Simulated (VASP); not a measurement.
# CoSi2 in VASP: a series of runs

CoSi2 is run at these levels: PBE; tasks: single point.

Everything below comes from runs of VASP 6.6.1. Logs are shortened: lines on timing, memory, paths and dates and some standing lists are left out, and cuts for length are marked.

## Step 1: The cell of the first run

Symmetry: I4/mmm, No. 139, tetragonal system. The conventional cell has a = 3.733 Å, b = 3.733 Å, c = 5.464 Å, α = 90.00°, β = 90.00°, γ = 90.00°. Co (site symmetry 4/mmm) has 8 Si at 2.31 Å within 3.1 Å. Si (site symmetry -4m2) has 4 Co at 2.31 Å and 6 Si at 2.64 to 2.73 Å within 3.1 Å.

## Step 2: Single point, PBE (biaxial strain in the a-b plane: -1.5 %, then relaxed in part)

INCAR

```
PREC = Accurate
ENCUT = 520
EDIFF = 1E-7
ISMEAR = 0
SIGMA = 0.1
LREAL = F
LASPH = T
NELM = 80
ALGO = Normal
ISIF = 2
LWAVE = F
LCHARG = F
GGA = PE
NBANDS = 26
```

KPOINTS

```
regular mesh
0
Gamma
  10 10 8
```

POSCAR

```
CoSi2
1.0
    2.6397399725      2.6397399725      0.0000000000
   -2.6397399725      2.6397399725      0.0000000000
    0.0000000000      0.0000000000      5.4638951423
Co Si
2 4
Direct
    0.0000000000      0.0000000000      0.0000000000
    0.5000000000      0.5000000000      0.5000000000
    0.0000000000      0.5000000000      0.7500000000
    0.5000000000      0.0000000000      0.7500000000
    0.5000000000      0.0000000000      0.2500000000
    0.0000000000      0.5000000000      0.2500000000
```

Potentials or basis: VASP PAW PBE potentials, release 64 (Co, Si).

Command:

```bash
$ cat potpaw_PBE.64/Co/POTCAR potpaw_PBE.64/Si/POTCAR > POTCAR
$ mpirun -np 1 vasp_std > vasp.out
```

OUTCAR:

```text
PREC = Accurate
   ENCUT = 520
   EDIFF = 1E-7
   ISMEAR = 0
   LREAL = F
   LASPH = T
   NELM = 80
   ISIF = 2
   GGA = PE

 ion  position               nearest neighbor table
   1  0.000  0.000  0.000-   3 2.31   4 2.31   5 2.31   6 2.31   3 2.31   6 2.31   4 2.31   5 2.31

   2  0.500  0.500  0.500-   3 2.31   4 2.31   5 2.31   6 2.31   4 2.31   5 2.31   3 2.31   6 2.31

   3  0.000  0.500  0.750-   1 2.31   2 2.31   1 2.31   2 2.31   4 2.64   4 2.64   4 2.64   4 2.64
                             6 2.73   6 2.73
   4  0.500  0.000  0.750-   1 2.31   2 2.31   2 2.31   1 2.31   3 2.64   3 2.64   3 2.64   3 2.64
                             5 2.73   5 2.73
   5  0.500  0.000  0.250-   1 2.31   2 2.31   2 2.31   1 2.31   6 2.64   6 2.64   6 2.64   6 2.64
                             4 2.73   4 2.73
   6  0.000  0.500  0.250-   1 2.31   2 2.31   1 2.31   2 2.31   5 2.64   5 2.64   5 2.64   5 2.64
                             3 2.73   3 2.73

  LATTYP: Found a simple tetragonal cell.
 ALAT       =     3.7331560702
 C/A-ratio  =     1.4636128358

  Lattice vectors:

 A1 = (   2.6397399725,   2.6397399725,   0.0000000000)
 A2 = (  -2.6397399725,   2.6397399725,   0.0000000000)
 A3 = (   0.0000000000,   0.0000000000,   5.4638951423)

Analysis of symmetry for initial positions (statically):
=====================================================================
 Subroutine PRICEL returns following result:

  LATTYP: Found a body centered tetragonal cell.
 ALAT       =     3.7331560702
 C/A-ratio  =     1.4636128358

  Lattice vectors:

 A1 = (   2.6397399725,   0.0000000000,  -2.7319475711)
 A2 = (  -2.6397399725,   0.0000000000,  -2.7319475712)
 A3 = (   0.0000000000,   2.6397399725,   2.7319475712)

   2 primitive cells build up your supercell.

 Routine SETGRP: Setting up the symmetry group for a
 simple tetragonal supercell.

 Subroutine GETGRP returns: Found 16 space group operations
 (whereof 16 operations were pure point group operations)
 out of a pool of 16 trial point group operations.

The static configuration has the point symmetry D_4h.

Analysis of symmetry for dynamics (positions and initial velocities):
=====================================================================
 Subroutine PRICEL returns following result:

  LATTYP: Found a body centered tetragonal cell.
 ALAT       =     3.7331560702
 C/A-ratio  =     1.4636128358

  Lattice vectors:

 A1 = (   2.6397399725,   0.0000000000,  -2.7319475711)
 A2 = (  -2.6397399725,   0.0000000000,  -2.7319475712)
 A3 = (   0.0000000000,   2.6397399725,   2.7319475712)

   2 primitive cells build up your supercell.

 Routine SETGRP: Setting up the symmetry group for a
 simple tetragonal supercell.

 Subroutine GETGRP returns: Found 16 space group operations
 (whereof 16 operations were pure point group operations)
 out of a pool of 16 trial point group operations.

The dynamic configuration has the point symmetry D_4h.

 Subroutine INISYM returns: Found 16 space group operations
 (whereof 16 operations are pure point group operations),
 and found     2 'primitive' translations

----------------------------------------------------------------------------------------

                                     Primitive cell

  volume of cell :      38.0737

  direct lattice vectors                    reciprocal lattice vectors
     2.639739972  0.000000000 -2.731947571     0.189412596  0.189412596 -0.183019618
    -2.639739972  0.000000000 -2.731947571    -0.189412596  0.189412596 -0.183019618
     0.000000000  2.639739972  2.731947571     0.000000000  0.378825191  0.000000000

  length of vectors
     3.798916247  3.798916247  3.798916247     0.324423247  0.324423247  0.378825191

  position of ions in fractional coordinates (direct lattice)
     0.000000000  0.000000000  0.000000000
     0.250000000  0.750000000  0.500000000
     0.750000000  0.250000000  0.500000000

  ion indices of the primitive-cell ions
   primitive index   ion index
                 1           1
                 2           3
                 3           4

----------------------------------------------------------------------------------------

 KPOINTS: regular mesh

Automatic generation of k-mesh.
 Grid dimensions read from file:
 generate k-points for:   10   10    8

 Generating k-lattice:

  Cartesian coordinates                     Fractional coordinates (reciprocal lattice)
     0.018941260  0.018941260  0.000000000     0.100000000  0.000000000  0.000000000
    -0.018941260  0.018941260  0.000000000     0.000000000  0.100000000  0.000000000
     0.000000000  0.000000000  0.022877452     0.000000000  0.000000000  0.125000000

  Length of vectors
     0.026786986  0.026786986  0.022877452

  Shift w.r.t. Gamma in fractional coordinates (k-lattice)
     0.000000000  0.000000000  0.000000000

 Subroutine IBZKPT returns following result:
 ===========================================

 Found    105 irreducible k-points:

 Following reciprocal coordinates:
            Coordinates               Weight
  0.000000  0.000000  0.000000      1.000000
  0.100000  0.000000  0.000000      4.000000
  0.200000  0.000000  0.000000      4.000000
  0.300000  0.000000  0.000000      4.000000
  0.400000  0.000000  0.000000      4.000000
  0.500000  0.000000  0.000000      2.000000
[... 16 lines left out ...]
  0.100000  0.000000  0.125000      8.000000
  0.200000  0.000000  0.125000      8.000000
 [... further k-points ...]
   k-points           NKPTS =    105   k-points in BZ     NKDIM =    105   number of bands    NBANDS=     26
   number of dos      NEDOS =    301   number of ions     NIONS =      6
   total plane-waves  NPLWV =  32928
   dimension x,y,z NGX =    28 NGY =   28 NGZ =   42
   dimension x,y,z NGXF=    56 NGYF=   56 NGZF=   84
   ions per type =               2   4
   NGX,Y,Z   is equivalent  to a cutoff of  12.47, 12.47, 12.78 a.u.
   NGXF,Y,Z  is equivalent  to a cutoff of  24.94, 24.94, 25.56 a.u.
 SYSTEM =  unknown system
   PREC   = accura    normal or accurate (medium, high low for compatibility)
   ISTART =      0    job   : 0-new  1-cont  2-samecut
   ICHARG =      2    charge: 1-file 2-atom 10-const
   ISPIN  =      1    spin polarized calculation?
   LNONCOLLINEAR =      F non collinear calculations
   LSORBIT =      F    spin-orbit coupling
   LASPH  =      T    aspherical Exc in radial PAW
   ENCUT  =  520.0 eV  38.22 Ry    6.18 a.u.   6.94  6.94 10.16*2*pi/ulx,y,z
   NELM   =     80;   NELMIN=  2; NELMDL= -5     # of ELM steps
   EDIFF  = 0.1E-06   stopping-criterion for ELM
   LREAL  =      F    real-space projection
   EDIFFG = 0.1E-05   stopping-criterion for IOM
   NSW    =      0    number of steps for IOM
   IBRION =     -1    ionic relax: 0-MD 1-quasi-New 2-CG
   NFREE  =      0    steps in history (QN), initial steepest desc. (CG)
   ISIF   =      2    stress and relaxation
   ISYM   =      2    0-nonsym 1-usesym 2-fastsym
   POTIM  = 0.5000    time-step for ionic-motion
   TEBEG  =    0.0;   TEEND  =   0.0 temperature during run
   PSTRESS=    0.0 pullay stress
   NELECT =      34.0000    total number of electrons
   NUPDOWN=      -1.0000    fix difference up-down
   EMIN   =  10.00;   EMAX   =-10.00  energy-range for DOS
   EFERMI =   0.00;   METHOD = LEGACY
   ISMEAR =     0;   SIGMA  =   0.10  broadening in eV -4-tet -1-fermi 0-gaus
   EFERMI_NEDOS =   21; number of points for ismear=-14 and -15
   IALGO  =     38    algorithm
   IMIX   =      4    mixing-type and parameters
     AMIX     =   0.40;   BMIX     =  1.00
     AMIX_MAG =   1.60;   BMIX_MAG =  1.00
  volume/ion in A,a.u.               =      12.69        85.64
  Fermi-wavevector in a.u.,A,eV,Ry     =   1.251266  2.364550 21.302182  1.565666
  Thomas-Fermi vector in A             =   2.385221
   LORBIT       =      0    0 simple, 1 ext, 2 COOP (PROOUT), +10 PAW based schemes
   GGA     = PE    functional components
   LHFCALC =     F    Hartree Fock is set to
   AEXX    =    0.0000 exact exchange contribution
   IVDW    =     0    specifies the selected vdW correction
   LEPSILON=     F    determine dielectric tensor
   LRPA    =     F    only Hartree local field effects (RPA)
 non-spin polarized calculation
 Gauss-broadening in eV      SIGMA  =   0.10
  energy-cutoff  :      520.00
  volume of cell :       76.15
 maximum number of plane-waves:      2086
 NGX is ok and might be reduce to    28
   NGX = 13   NGY = 13   NGZ = 21

 number of electron      33.9999996 magnetization

 Free energy of the ion-electron system (eV)
  ---------------------------------------------------
  ext. energy  EPLUGINS =         0.00000000
  ---------------------------------------------------
  free energy    TOTEN  =       -38.57832656 eV

  energy without entropy =      -38.56989627  energy(sigma->0) =      -38.57411141

 E-fermi :  10.2064     XC(G=0): -11.7873

 val. band max:       10.1337849413   @ k =   0.2000   0.1000   0.3750
 cond. band min:      10.2120947685   @ k =   0.3000   0.0000   0.5000
 fundamental gap:      0.0783098272
 Fermi energy:        10.2064087882

 k-point     1 :       0.0000    0.0000    0.0000
  band No.  band energies     occupation
      1      -2.9864      2.00000
      2       0.7836      2.00000
      3       2.9585      2.00000
      4       4.0384      2.00000
      5       6.0450      2.00000
      6       6.0450      2.00000
[... 18 lines left out ...]
     25      15.1565      0.00000
     26      16.3240      0.00000

 k-point     2 :       0.1000    0.0000    0.0000
  band No.  band energies     occupation
      1      -2.8818      2.00000
      2       0.8659      2.00000
      3       3.0569      2.00000
      4       3.7243      2.00000
      5       5.7973      2.00000
      6       6.1000      2.00000
[... 18 lines left out ...]
     25      15.3487      0.00000
     26      15.7046      0.00000

 k-point     3 :       0.2000    0.0000    0.0000
  band No.  band energies     occupation
      1      -2.5698      2.00000
      2       1.1113      2.00000
      3       2.8253      2.00000
      4       3.3818      2.00000
      5       5.1709      2.00000
      6       6.1827      2.00000
[... 18 lines left out ...]
     25      15.5510      0.00000
     26      16.0393      0.00000

 k-point     4 :       0.3000    0.0000    0.0000
  band No.  band energies     occupation
      1      -2.0555      2.00000
      2       1.5144      2.00000
      3       1.7064      2.00000
      4       3.8506      2.00000
      5       4.3670      2.00000
      6       6.0357      2.00000
[... 18 lines left out ...]
     25      16.1329      0.00000
     26      16.3142      0.00000

 k-point     5 :       0.4000    0.0000    0.0000
  band No.  band energies     occupation
      1      -1.3485      2.00000
      2       0.5709      2.00000
      3       2.0654      2.00000
      4       3.5307      2.00000
      5       4.4587      2.00000
      6       5.6770      2.00000
[... 18 lines left out ...]
     25      16.5704      0.00000
     26      16.8945      0.00000

 k-point     6 :       0.5000    0.0000    0.0000
  band No.  band energies     occupation
      1      -0.4642      2.00000
      2      -0.4642      2.00000
      3       2.7471      2.00000
      4       2.7471      2.00000
      5       5.1120      2.00000
      6       5.1120      2.00000
[... 427 lines left out ...]
 k-point    21 :       0.5000    0.5000    0.0000
  band No.  band energies     occupation
      1       1.2958      2.00000
      2       1.2958      2.00000
      3       2.9686      2.00000
      4       2.9686      2.00000
      5       3.6158      2.00000
      6       3.6158      2.00000
[... 18 lines left out ...]
     25      19.3317      0.00000
     26      19.3317      0.00000

 k-point    22 :       0.0000    0.0000    0.1250
  band No.  band energies     occupation
      1      -2.9108      2.00000
      2       0.3586      2.00000
      3       3.4796      2.00000
      4       4.0962      2.00000
      5       6.0532      2.00000
      6       6.0532      2.00000
[... 18 lines left out ...]
     25      14.8555      0.00000
     26      16.4080      0.00000

 k-point    23 :       0.1000    0.0000    0.1250
  band No.  band energies     occupation
      1      -2.8065      2.00000
      2       0.4463      2.00000
      3       3.5698      2.00000
      4       3.7814      2.00000
      5       5.6699      2.00000
      6       6.1065      2.00000
[... 18 lines left out ...]
     25      15.6843      0.00000
     26      15.7946      0.00000

 k-point    24 :       0.2000    0.0000    0.1250
  band No.  band energies     occupation
      1      -2.4953      2.00000
      2       0.7060      2.00000
      3       2.9038      2.00000
      4       3.8536      2.00000
      5       4.9926      2.00000
      6       6.2605      2.00000
[... 18 lines left out ...]
     25      15.6565      0.00000
     26      16.2149      0.00000

 [... further k-points ...]

------------------------ aborting loop because EDIFF is reached ----------------------------------------

  FORCE on cell =-STRESS in cart. coord.  units (eV):
  Direction    XX          YY          ZZ          XY          YZ          ZX
  --------------------------------------------------------------------------------------
  -------------------------------------------------------------------------------------
  Total        1.4092496      1.4092496     -0.0742583      0.0000000      0.0000000      0.0000000
  in kB       29.6513071     29.6513071     -1.5624319      0.0000000      0.0000000      0.0000000
  external PRESSURE =      19.2467274 kB  Pullay stress =       0.0000000 kB

 VOLUME and BASIS-vectors are now :
 -----------------------------------------------------------------------------
  energy-cutoff  :      520.00
  volume of cell :       76.15
      direct lattice vectors                 reciprocal lattice vectors
     2.639739973  2.639739973  0.000000000     0.189412596  0.189412596  0.000000000
    -2.639739973  2.639739973  0.000000000    -0.189412596  0.189412596  0.000000000
     0.000000000  0.000000000  5.463895142     0.000000000  0.000000000  0.183019618

 POSITION                                       TOTAL-FORCE (eV/Angst)
 -----------------------------------------------------------------------------------
      0.00000      0.00000      0.00000        -0.000000      0.000000     -0.000000
      0.00000      2.63974      2.73195         0.000000     -0.000000      0.000000
     -1.31987      1.31987      4.09792        -0.000000     -0.000000     -0.000000
      1.31987      1.31987      4.09792        -0.000000     -0.000000      0.000000
      1.31987      1.31987      1.36597         0.000000      0.000000     -0.000000
     -1.31987      1.31987      1.36597         0.000000     -0.000000      0.000000
 -----------------------------------------------------------------------------------
    total drift:                               -0.000000      0.000000      0.000000

  FREE ENERGIE OF THE ION-ELECTRON SYSTEM (eV)
  ---------------------------------------------------
  free  energy   TOTEN  =       -38.5783265643 eV

  energy  without entropy=      -38.5698962654  energy(sigma->0) =      -38.57411141
```

Run time: 2.2 min. Hardware: 1 thread of Intel Xeon 6975P-C (Granite Rapids), shared host; peak memory 0.29 GiB.

What came out:

| Item | Value |
| --- | --- |
| Free energy | -38.5783 eV |
| Pressure | 1.9 GPa |
| Band gap on the k mesh | zero (bands 17 and 18 overlap by 3.25 eV) |

Levels at points of the mesh, in eV from the Fermi level:
```
           k point  band 15  band 16  band 17  band 18  band 19  band 20
(0.00, 0.00, 0.00)    -1.32     0.86     1.77     3.04     3.19     3.30
(0.50, 0.00, 0.00)    -1.20    -1.20     0.39     0.39     2.72     2.72
(0.50, 0.50, 0.00)    -1.86    -1.86    -1.35    -1.35     1.53     1.53
(0.00, 0.00, 0.50)    -0.28    -0.28    -0.28    -0.28     1.56     1.56
(0.50, 0.00, 0.50)    -0.61    -0.61    -0.35    -0.35     2.76     2.76
(0.50, 0.50, 0.50)    -1.41    -1.41    -0.75    -0.75     3.51     3.51
```

Caveat: the cell differs from its parent crystal (biaxial strain in the a-b plane: -1.5 %, then relaxed in part); the run has no spin polarisation, though such a crystal can be magnetic. Spin polarisation is off, so any magnetic state and its effect on volume and gap are missing.

(Continued in part 2 of 2.)
